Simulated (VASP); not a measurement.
A run of VASP 6.6.1:

File INCAR:

```
PREC = Accurate ; ENCUT = 600
EDIFF = 1E-6 ; ISMEAR = 1
SIGMA = 0.2 ; LREAL = F
LASPH = T ; NELM = 100
ALGO = Normal ; ISIF = 3
LWAVE = F ; LCHARG = F
GGA = PS ; IBRION = 2
NSW = 100 ; EDIFFG = -0.002
```

The input KPOINTS:

```
regular mesh
0
Gamma
  8 8 6
```

POSCAR

```
LaAl2BRu2
1.0
    4.2105000000      0.0000000000      0.0000000000
    0.0000000000      4.2105000000      0.0000000000
    0.0000000000      0.0000000000      5.6613000000
La Al B Ru
1 2 1 2
Direct
    0.0000000000      0.0000000000      0.5000000000
    0.5000000000      0.5000000000      0.2537000000
    0.5000000000      0.5000000000      0.7463000000
    0.0000000000      0.0000000000      0.0000000000
    0.0000000000      0.5000000000      0.0000000000
    0.5000000000      0.0000000000      0.0000000000
```

Potentials or basis: VASP PAW PBE potentials, release 64 (La, Al, B, Ru_pv).

Launch:

```bash
$ cat potpaw_PBE.64/La/POTCAR potpaw_PBE.64/Al/POTCAR potpaw_PBE.64/B/POTCAR potpaw_PBE.64/Ru_pv/POTCAR > POTCAR
$ mpirun -np 1 vasp_std > vasp.out
```

Hardware: 1 thread of Intel(R) Xeon(R) 6975P-C (Granite Rapids), with other jobs on the host.

Q: Estimate the wall time of this run.

A: It took 10 min on 1 thread of Intel(R) Xeon(R) 6975P-C (Granite Rapids) (shared host), peak memory 0.43 GiB. Counts: scf iterations 90, k points 60, ion steps 13.
